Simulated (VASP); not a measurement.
## Ta: single point with LDA

Crystal: Ta.

```
Ta
1.0
    -1.55977    1.55977    1.55977
     1.55977   -1.55977    1.55977
     1.55977    1.55977   -1.55977
Ta
1
Cartesian
  0.0000 0.0000 0.0000
```

This cell differs from its parent crystal: volume scaled by 0.88.

```yaml
Program: VASP 6.6.1
Task: single point
Functional: LDA
Potentials_or_basis: VASP PAW LDA potentials, release 64 (Ta_pv)
Cutoff: 520 eV
k_mesh: 22 × 22 × 22
Occupations: fermi-dirac, width 0.1 eV
Spin: no spin polarisation
Dipole_correction: no
Further_INCAR_settings: ALGO = Normal; EDIFF = 1e-07; NBANDS = 12
```

```json
{
  "Pressure": "36.3 GPa"
}
```

Levels at points of the mesh, in eV from the Fermi level:
| k point | band 2 | band 3 | band 4 | band 5 | band 6 | band 7 | band 8 | band 9 |
| --- | --- | --- | --- | --- | --- | --- | --- | --- |
| (0.00, 0.00, 0.00) | -32.23 | -32.23 | -8.46 | 0.61 | 0.61 | 0.61 | 4.52 | 4.52 |
| (0.50, 0.00, 0.00) | -32.87 | -32.25 | -5.23 | -2.19 | 2.72 | 4.55 | 5.77 | 9.55 |
| (0.50, 0.50, 0.50) | -33.62 | -33.62 | -4.99 | -4.99 | 8.27 | 8.27 | 8.27 | 10.49 |

It took 18 s on 1 thread of Intel(R) Xeon(R) 6975P-C (Granite Rapids), on a shared host, peak memory 0.16 GiB.

Caveat: spin-orbit coupling is left out, which moves the levels of the heavy elements.
